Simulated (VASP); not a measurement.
# Ti (I4/mmm) in VASP: further runs

The runs below take Ti through single point, with PBEsol.

All numbers are computed with VASP 6.6.1; they aren't measurements. Logs are shortened: lines on timing, memory, paths and dates and some standing lists are left out, and cuts for length are marked.

### Step 1. The cell of the first run

It takes space group I4/mmm (No. 139, tetragonal). Conventional cell: a = 3.290 Å, b = 3.290 Å, c = 3.130 Å, α = 90.00°, β = 90.00°, γ = 90.00°. Within 3.7 Å of Ti (site symmetry 4/mmm) lie 14 Ti at 2.80 to 3.29 Å.

### Step 2. Single point, PBEsol (strain +0.025 along x and y, -0.025 along z)

INCAR

```
ALGO = Fast
EDIFF = 1E-6
ENCUT = 520
GGA = PS
ISIF = 2
ISMEAR = 0
LASPH = T
LCHARG = F
LREAL = F
LWAVE = F
NBANDS = 12
NELM = 100
PREC = Accurate
SIGMA = 0.15
```

KPOINTS

```
k-points
0
Gamma
  26 26 26
```

POSCAR

```
Ti
1.0
   -1.6452439646      1.6452439646      1.5649881614
    1.6452439646     -1.6452439646      1.5649881614
    1.6452439646      1.6452439646     -1.5649881614
Ti
1
Direct
    0.0000000000      0.0000000000      0.0000000000
```

Potentials or basis: VASP PAW PBE potentials, release 64 (Ti_sv).

The run is started by

```console
> cat potpaw_PBE.64/Ti_sv/POTCAR > POTCAR
> mpirun -np 1 vasp_std > vasp.out
```

OUTCAR:

```text
EDIFF = 1E-6
   ENCUT = 520
   GGA = PS
   ISIF = 2
   ISMEAR = 0
   LASPH = T
   LREAL = F
   NELM = 100
   PREC = Accurate

 ion  position               nearest neighbor table
   1  0.000  0.000  0.000-

  LATTYP: Found a body centered tetragonal cell.
 ALAT       =     3.2904879292
 C/A-ratio  =     0.9512195122

  Lattice vectors:

 A1 = (  -1.6452439646,   1.6452439646,   1.5649881614)
 A2 = (   1.6452439646,  -1.6452439646,   1.5649881614)
 A3 = (   1.6452439646,   1.6452439646,  -1.5649881614)

Analysis of symmetry for initial positions (statically):
=====================================================================
 Subroutine PRICEL returns:
 Original cell was already a primitive cell.

 Routine SETGRP: Setting up the symmetry group for a
 body centered tetragonal supercell.

 Subroutine GETGRP returns: Found 16 space group operations
 (whereof 16 operations were pure point group operations)
 out of a pool of 16 trial point group operations.

The static configuration has the point symmetry D_4h.

Analysis of symmetry for dynamics (positions and initial velocities):
=====================================================================
 Subroutine PRICEL returns:
 Original cell was already a primitive cell.

 Routine SETGRP: Setting up the symmetry group for a
 body centered tetragonal supercell.

 Subroutine GETGRP returns: Found 16 space group operations
 (whereof 16 operations were pure point group operations)
 out of a pool of 16 trial point group operations.

The dynamic configuration has the point symmetry D_4h.

 Subroutine INISYM returns: Found 16 space group operations
 (whereof 16 operations are pure point group operations),
 and found     1 'primitive' translations

----------------------------------------------------------------------------------------

                                     Primitive cell

  volume of cell :      16.9446

  direct lattice vectors                    reciprocal lattice vectors
    -1.645243965  1.645243965  1.564988161     0.000000000  0.303906296  0.319491235
     1.645243965 -1.645243965  1.564988161     0.303906296  0.000000000  0.319491235
     1.645243965  1.645243965 -1.564988161     0.303906296  0.303906296  0.000000000

  length of vectors
     2.804076203  2.804076203  2.804076203     0.440946353  0.440946353  0.429788406

  position of ions in fractional coordinates (direct lattice)
     0.000000000  0.000000000  0.000000000

  ion indices of the primitive-cell ions
   primitive index   ion index
                 1           1

----------------------------------------------------------------------------------------

 KPOINTS: k-points

Automatic generation of k-mesh.
 Grid dimensions read from file:
 generate k-points for:   26   26   26

 Generating k-lattice:

  Cartesian coordinates                     Fractional coordinates (reciprocal lattice)
     0.000000000  0.011688704  0.012288124     0.038461538 -0.000000000  0.000000000
     0.011688704  0.000000000  0.012288124    -0.000000000  0.038461538  0.000000000
     0.011688704  0.011688704  0.000000000     0.000000000  0.000000000  0.038461538

  Length of vectors
     0.016959475  0.016959475  0.016530323

  Shift w.r.t. Gamma in fractional coordinates (k-lattice)
     0.000000000  0.000000000  0.000000000

 Subroutine IBZKPT returns following result:
 ===========================================

 Found   1330 irreducible k-points:

 Following reciprocal coordinates:
            Coordinates               Weight
  0.000000  0.000000  0.000000      1.000000
  0.038462  0.000000  0.000000      8.000000
  0.076923  0.000000  0.000000      8.000000
  0.115385 -0.000000  0.000000      8.000000
  0.153846  0.000000  0.000000      8.000000
  0.192308 -0.000000  0.000000      8.000000
[... 16 lines left out ...]
  0.346154  0.038462  0.000000     16.000000
  0.384615  0.038462  0.000000     16.000000
 [... further k-points ...]
   k-points           NKPTS =   1330   k-points in BZ     NKDIM =   1330   number of bands    NBANDS=     12
   number of dos      NEDOS =    301   number of ions     NIONS =      1
   total plane-waves  NPLWV =  13824
   dimension x,y,z NGX =    24 NGY =   24 NGZ =   24
   dimension x,y,z NGXF=    48 NGYF=   48 NGZF=   48
   ions per type =               1
   NGX,Y,Z   is equivalent  to a cutoff of  14.23, 14.23, 14.23 a.u.
   NGXF,Y,Z  is equivalent  to a cutoff of  28.46, 28.46, 28.46 a.u.
 SYSTEM =  unknown system
   PREC   = accura    normal or accurate (medium, high low for compatibility)
   ISTART =      0    job   : 0-new  1-cont  2-samecut
   ICHARG =      2    charge: 1-file 2-atom 10-const
   ISPIN  =      1    spin polarized calculation?
   LNONCOLLINEAR =      F non collinear calculations
   LSORBIT =      F    spin-orbit coupling
   LASPH  =      T    aspherical Exc in radial PAW
   ENCUT  =  520.0 eV  38.22 Ry    6.18 a.u.   5.21  5.21  5.21*2*pi/ulx,y,z
   NELM   =    100;   NELMIN=  2; NELMDL= -5     # of ELM steps
   EDIFF  = 0.1E-05   stopping-criterion for ELM
   LREAL  =      F    real-space projection
   EDIFFG = 0.1E-04   stopping-criterion for IOM
   NSW    =      0    number of steps for IOM
   IBRION =     -1    ionic relax: 0-MD 1-quasi-New 2-CG
   NFREE  =      0    steps in history (QN), initial steepest desc. (CG)
   ISIF   =      2    stress and relaxation
   ISYM   =      2    0-nonsym 1-usesym 2-fastsym
   POTIM  = 0.5000    time-step for ionic-motion
   TEBEG  =    0.0;   TEEND  =   0.0 temperature during run
   PSTRESS=    0.0 pullay stress
   NELECT =      12.0000    total number of electrons
   NUPDOWN=      -1.0000    fix difference up-down
   EMIN   =  10.00;   EMAX   =-10.00  energy-range for DOS
   EFERMI =   0.00;   METHOD = LEGACY
   ISMEAR =     0;   SIGMA  =   0.15  broadening in eV -4-tet -1-fermi 0-gaus
   EFERMI_NEDOS =   21; number of points for ismear=-14 and -15
   IALGO  =     68    algorithm
   IMIX   =      4    mixing-type and parameters
     AMIX     =   0.40;   BMIX     =  1.00
     AMIX_MAG =   1.60;   BMIX_MAG =  1.00
  volume/ion in A,a.u.               =      16.94       114.35
  Fermi-wavevector in a.u.,A,eV,Ry     =   1.459233  2.757551 28.971721  2.129361
  Thomas-Fermi vector in A             =   2.575824
   LORBIT       =      0    0 simple, 1 ext, 2 COOP (PROOUT), +10 PAW based schemes
   GGA     = PS    functional components
   LHFCALC =     F    Hartree Fock is set to
   AEXX    =    0.0000 exact exchange contribution
   IVDW    =     0    specifies the selected vdW correction
   LEPSILON=     F    determine dielectric tensor
   LRPA    =     F    only Hartree local field effects (RPA)
 non-spin polarized calculation
 RMM-DIIS sequential band-by-band and
 Gauss-broadening in eV      SIGMA  =   0.15
  energy-cutoff  :      520.00
  volume of cell :       16.94
 maximum number of plane-waves:       474
 NGX is ok and might be reduce to    24
   NGX = 11   NGY = 11   NGZ = 11

 number of electron      12.0000001 magnetization

 Free energy of the ion-electron system (eV)
  ---------------------------------------------------
  ext. energy  EPLUGINS =         0.00000000
  ---------------------------------------------------
  free energy    TOTEN  =        -8.24642798 eV

  energy without entropy =       -8.22106650  energy(sigma->0) =       -8.23374724

 E-fermi :   8.2224     XC(G=0): -11.7503

 val. band max:        8.2213092931   @ k =   0.4615   0.3462   0.0000
 cond. band min:       8.2236848773   @ k =  -0.3846   0.4615   0.0385
 fundamental gap:      0.0023755843
 Fermi energy:         8.2223994574

 k-point     1 :       0.0000    0.0000    0.0000
  band No.  band energies     occupation
      1     -48.0385      2.00000
      2     -23.9597      2.00000
      3     -23.9576      2.00000
      4     -23.9576      2.00000
      5       2.2092      2.00000
      6       8.9775      0.00000
      7       9.3571      0.00000
      8       9.3571      0.00000
      9      10.8020      0.00000
     10      11.2491      0.00000
     11      25.5139      0.00000
     12      25.5139      0.00000

 k-point     2 :       0.0385    0.0000    0.0000
  band No.  band energies     occupation
      1     -48.0363      2.00000
      2     -23.9700      2.00000
      3     -23.9612      2.00000
      4     -23.9588      2.00000
      5       2.2624      2.00000
      6       8.9844      0.00000
      7       9.3489      0.00000
      8       9.3627      0.00000
      9      10.8000      0.00000
     10      11.2253      0.00000
     11      25.4981      0.00000
     12      25.5676      0.00000

 k-point     3 :       0.0769    0.0000    0.0000
  band No.  band energies     occupation
      1     -48.0299      2.00000
      2     -24.0029      2.00000
      3     -23.9716      2.00000
      4     -23.9597      2.00000
      5       2.4201      2.00000
      6       8.9751      0.00000
      7       9.3190      0.00000
      8       9.4107      0.00000
      9      10.7940      0.00000
     10      11.1657      0.00000
     11      25.4189      0.00000
     12      25.7236      0.00000
[... 286 lines left out ...]
 k-point    23 :       0.3462    0.0385    0.0000
  band No.  band energies     occupation
      1     -47.9120      2.00000
      2     -24.5771      2.00000
      3     -24.1582      2.00000
      4     -23.9797      2.00000
      5       5.4152      2.00000
      6       7.8685      1.99915
      7       8.7186      0.00000
      8      10.9787      0.00000
      9      11.4464      0.00000
     10      11.9191      0.00000
     11      19.3541      0.00000
     12      22.4291      0.00000

 k-point    24 :       0.3846    0.0385    0.0000
  band No.  band energies     occupation
      1     -47.9000      2.00000
      2     -24.6325      2.00000
      3     -24.1776      2.00000
      4     -23.9811      2.00000
      5       5.6022      2.00000
      6       7.7622      1.99999
      7       8.9760      0.00000
      8      11.0299      0.00000
      9      11.5217      0.00000
     10      12.2708      0.00000
     11      18.4724      0.00000
     12      22.0360      0.00000

 [... further k-points ...]

------------------------ aborting loop because EDIFF is reached ----------------------------------------

  FORCE on cell =-STRESS in cart. coord.  units (eV):
  Direction    XX          YY          ZZ          XY          YZ          ZX
  --------------------------------------------------------------------------------------
  -------------------------------------------------------------------------------------
  Total       -0.2411328     -0.2411328     -0.4009790      0.0000000     -0.0000000     -0.0000000
  in kB      -22.8000236    -22.8000236    -37.9140794      0.0000000     -0.0000000     -0.0000000
  external PRESSURE =     -27.8380422 kB  Pullay stress =       0.0000000 kB

 VOLUME and BASIS-vectors are now :
 -----------------------------------------------------------------------------
  energy-cutoff  :      520.00
  volume of cell :       16.94
      direct lattice vectors                 reciprocal lattice vectors
    -1.645243965  1.645243965  1.564988161     0.000000000  0.303906296  0.319491235
     1.645243965 -1.645243965  1.564988161     0.303906296  0.000000000  0.319491235
     1.645243965  1.645243965 -1.564988161     0.303906296  0.303906296  0.000000000

 POSITION                                       TOTAL-FORCE (eV/Angst)
 -----------------------------------------------------------------------------------
      0.00000      0.00000      0.00000         0.000000     -0.000000     -0.000000
 -----------------------------------------------------------------------------------
    total drift:                               -0.000000      0.000000      0.000000

  FREE ENERGIE OF THE ION-ELECTRON SYSTEM (eV)
  ---------------------------------------------------
  free  energy   TOTEN  =        -8.2464279761 eV

  energy  without entropy=       -8.2210664971  energy(sigma->0) =       -8.23374724
```

It took 3.8 min on 1 thread of Intel Xeon 6975P-C (Granite Rapids), shared host; peak memory 0.37 GiB.

Results:

| Quantity | Value |
| --- | --- |
| Free energy | -8.2464 eV |
| Pressure | -2.8 GPa |
| Band gap on the k mesh | zero (bands 6 and 7 overlap by 1.65 eV) |

Caveat: the cell differs from its parent crystal (strain +0.025 along x and y, -0.025 along z); the PAW data sets were made with another functional, which shifts forces and pressure a little.

### Step 3. Single point, PBEsol (strain +0.000 along x and y, +0.025 along z)

INCAR

```
  PREC = Accurate
  ENCUT = 520
  EDIFF = 1E-7
  ISMEAR = 0
  SIGMA = 0.15
  LREAL = F
  LASPH = T
  NELM = 60
  ALGO = Fast
  ISIF = 2
  LWAVE = F
  LCHARG = T
  GGA = PS
  LELF = T
  LVHAR = T
  NBANDS = 12
```

KPOINTS

```
regular mesh
0
Gamma
  26 26 26
```

POSCAR

```
Ti
1.0
   -1.6051160630      1.6051160630      1.6452439646
    1.6051160630     -1.6051160630      1.6452439646
    1.6051160630      1.6051160630     -1.6452439646
Ti
1
Direct
    0.0000000000      0.0000000000      0.0000000000
```

Potentials or basis: VASP PAW PBE potentials, release 64 (Ti_sv).

The run is started by

```console
> cat potpaw_PBE.64/Ti_sv/POTCAR > POTCAR
> mpirun -np 1 vasp_std > vasp.out
```

Wall time 4.4 min (1 thread of Intel Xeon 6975P-C (Granite Rapids), shared host); peak memory 0.37 GiB.

The run converged. Its results:

| Quantity | Value |
| --- | --- |
| Free energy | -8.2443 eV |
| Pressure | -2.9 GPa |
| Band gap on the k mesh | zero (bands 6 and 7 overlap by 1.63 eV) |

Stress tensor (GPa, compression positive):
```
-3.04  0.00  0.00
 0.00 -3.04  0.00
 0.00  0.00 -2.55
```

Levels at points of the mesh, in eV from the Fermi level:
```
           k point  band 2  band 3  band 4  band 5  band 6  band 7  band 8  band 9  band 10  band 11
(0.00, 0.00, 0.00)  -32.17  -32.17  -32.17   -6.01    0.95    0.95    1.13    2.72     2.93    17.30
(0.50, 0.00, 0.00)  -32.91  -32.40  -32.17   -2.52   -0.35    1.17    2.72    3.18     4.41     8.99
(0.50, 0.50, 0.00)  -32.91  -32.41  -32.19   -2.52   -0.57    1.34    2.96    3.25     4.44     9.17
(0.50, 0.50, 0.50)  -32.70  -32.66  -32.66   -2.22   -2.15    4.02    4.07    4.07     8.08     8.79
```

Caveat: the cell differs from its parent crystal (strain +0.000 along x and y, +0.025 along z); the PAW data sets were made with another functional, which shifts forces and pressure a little.

### Step 4. Single point, PBEsol (strain +0.000 along x and y, +0.050 along z)

INCAR

```
PREC = Accurate ; ENCUT = 520
EDIFF = 1E-6 ; ISMEAR = 0
SIGMA = 0.15 ; LREAL = F
LASPH = T ; NELM = 60
ALGO = Fast ; ISIF = 2
LWAVE = F ; LCHARG = F
GGA = PS ; NBANDS = 12
```

KPOINTS is that of step 3.

POSCAR

```
Ti
1.0
   -1.6051160630      1.6051160630      1.6853718662
    1.6051160630     -1.6051160630      1.6853718662
    1.6051160630      1.6051160630     -1.6853718662
Ti
1
Direct
    0.0000000000      0.0000000000      0.0000000000
```

The run is started by

```console
> cat potpaw_PBE.64/Ti_sv/POTCAR > POTCAR
> mpirun -np 1 vasp_std > vasp.out
```

Wall time 3 min (1 thread of Intel Xeon 6975P-C (Granite Rapids), shared host); peak memory 0.36 GiB.

Results (log left out):

- Free energy: -8.2353 eV
- Pressure: -5.2 GPa
- Band gap on the k mesh: zero (bands 6 and 7 overlap by 1.61 eV)

Stress tensor (GPa, compression positive):
```
-5.56  0.00  0.00
 0.00 -5.56  0.00
 0.00  0.00 -4.57
```

Levels at points of the mesh, in eV from the Fermi level:
```tsv
k point	band 2	band 3	band 4	band 5	band 6	band 7	band 8	band 9	band 10	band 11
(0.00, 0.00, 0.00)	-32.26	-32.26	-32.26	-5.96	0.88	0.88	1.21	2.53	2.92	16.88
(0.50, 0.00, 0.00)	-32.94	-32.46	-32.26	-2.47	-0.27	1.04	2.52	3.11	4.25	8.66
(0.50, 0.50, 0.00)	-32.94	-32.49	-32.28	-2.47	-0.68	1.37	2.98	3.20	4.31	9.01
(0.50, 0.50, 0.50)	-32.77	-32.70	-32.70	-2.18	-2.04	3.87	3.96	3.96	7.45	8.81
```

Caveat: the cell differs from its parent crystal (strain +0.000 along x and y, +0.050 along z); the cell stands under tension; the PAW data sets were made with another functional, which shifts forces and pressure a little.

### Step 5. Single point, PBEsol (strain +0.025 along x and y, +0.000 along z)

INCAR

```
ALGO = Fast
EDIFF = 1E-6
ENCUT = 520
GGA = PS
ISIF = 2
ISMEAR = 0
LASPH = T
LCHARG = T
LELF = T
LREAL = F
LVHAR = T
LWAVE = F
NBANDS = 12
NELM = 60
PREC = Accurate
SIGMA = 0.15
```

KPOINTS

```
k-points
0
Gamma
  26 26 26
```

POSCAR

```
Ti
1.0
   -1.6452439646      1.6452439646      1.6051160630
    1.6452439646     -1.6452439646      1.6051160630
    1.6452439646      1.6452439646     -1.6051160630
Ti
1
Direct
    0.0000000000      0.0000000000      0.0000000000
```

The run is started by

```console
> cat potpaw_PBE.64/Ti_sv/POTCAR > POTCAR
> mpirun -np 1 vasp_std > vasp.out
```

Wall time 2.9 min (1 thread of Intel Xeon 6975P-C (Granite Rapids), shared host); peak memory 0.37 GiB.

Results (log left out):

```
Free energy            : -8.2337 eV
Pressure               : -5.3 GPa
Band gap on the k mesh : zero (bands 6 and 7 overlap by 1.62 eV)
```

Stress tensor (GPa, compression positive):
```
-5.12  0.00  0.00
 0.00 -5.12  0.00
 0.00  0.00 -5.79
```

Levels at points of the mesh, in eV from the Fermi level:
| k point | band 4 | band 5 | band 6 | band 7 | band 8 | band 9 |
| --- | --- | --- | --- | --- | --- | --- |
| (0.00, 0.00, 0.00) | -32.25 | -5.95 | 0.87 | 1.04 | 1.04 | 2.64 |
| (0.50, 0.00, 0.00) | -32.26 | -2.46 | -0.47 | 1.21 | 2.78 | 3.15 |
| (0.50, 0.50, 0.00) | -32.25 | -2.46 | -0.26 | 1.04 | 2.60 | 3.03 |
| (0.50, 0.50, 0.50) | -32.70 | -2.13 | -2.07 | 3.92 | 3.92 | 3.96 |

Caveat: the cell differs from its parent crystal (strain +0.025 along x and y, +0.000 along z); the cell stands under tension; the PAW data sets were made with another functional, which shifts forces and pressure a little.

### Step 6. Single point, PBEsol (strain +0.050 along x and y, +0.000 along z)

INCAR

```
SYSTEM = Ti
PREC = Accurate ; ENCUT = 520
EDIFF = 1E-7 ; ISMEAR = 0
SIGMA = 0.15 ; LREAL = .False.
LASPH = .True. ; NELM = 80
ALGO = Fast ; ISIF = 2
LWAVE = .False. ; LCHARG = .False.
GGA = PS ; NBANDS = 12
```

KPOINTS

```
regular mesh
0
Gamma
  26 26 26
  0 0 0
```

POSCAR

```
Ti
1.0
   -1.6853718662      1.6853718662      1.6051160630
    1.6853718662     -1.6853718662      1.6051160630
    1.6853718662      1.6853718662     -1.6051160630
Ti
1
Direct
    0.0000000000      0.0000000000      0.0000000000
```

Potentials or basis: VASP PAW PBE potentials, release 64 (Ti_sv).

The run is started by

```console
> cat potpaw_PBE.64/Ti_sv/POTCAR > POTCAR
> mpirun -np 1 vasp_std > vasp.out
```

Run time: 4.6 min. Hardware: 1 thread of Intel Xeon 6975P-C (Granite Rapids), shared host; peak memory 0.38 GiB.

The run converged. Its results:

| Property | Result |
| --- | --- |
| Free energy | -8.1963 eV |
| Pressure | -9.4 GPa |
| Band gap on the k mesh | zero (bands 6 and 7 overlap by 1.52 eV) |

Stress tensor (GPa, compression positive):
```
 -8.89   0.00   0.00
  0.00  -8.89   0.00
  0.00   0.00 -10.42
```

Levels at points of the mesh, in eV from the Fermi level:
```tsv
k point	band 4	band 5	band 6	band 7	band 8	band 9
(0.00, 0.00, 0.00)	-32.41	-5.85	0.72	1.05	1.05	2.38
(0.50, 0.00, 0.00)	-32.42	-2.35	-0.49	1.12	2.60	3.05
(0.50, 0.50, 0.00)	-32.40	-2.36	-0.09	0.80	2.31	2.80
(0.50, 0.50, 0.50)	-32.78	-2.01	-1.90	3.66	3.66	3.75
```

Caveat: the cell differs from its parent crystal (strain +0.050 along x and y, +0.000 along z); the cell stands under tension; the PAW data sets were made with another functional, which shifts forces and pressure a little.

### Step 7. Overview

| cell | further INCAR settings | gap on the mesh (eV) | pressure (GPa) |
| --- | --- | --- | --- |
| a = 2.804 Å, angles 108.1, 108.1, 112.1°, 1 atom | ALGO = Fast; EDIFF = 1e-06; NBANDS = 12 | none | -2.8 |
| a = 2.804 Å, angles 110.1, 110.1, 108.1°, 1 atom | ALGO = Fast; EDIFF = 1e-07; NBANDS = 12 | none | -2.9 |
| a = 2.827 Å, angles 110.8, 110.8, 106.8°, 1 atom | ALGO = Fast; EDIFF = 1e-06; NBANDS = 12 | none | -5.2 |
| a = 2.827 Å, angles 108.8, 108.8, 110.8°, 1 atom | ALGO = Fast; EDIFF = 1e-06; NBANDS = 12 | none | -5.3 |
| a = 2.874 Å, angles 108.2, 108.2, 112.1°, 1 atom | ALGO = Fast; EDIFF = 1e-07; NBANDS = 12 | none | -9.4 |

Alike in all rows: task single point; level PBEsol; potentials or basis VASP PAW PBE potentials, release 64 (Ti_sv); no spin polarisation; k mesh 26 × 26 × 26; cutoff (eV) 520; smearing gaussian 0.15 eV.

Caveats: the PAW data sets were made with another functional, which shifts forces and pressure a little; the cell stands under tension (at least some runs).

Absolute energies hang on the potentials; compare differences alone.
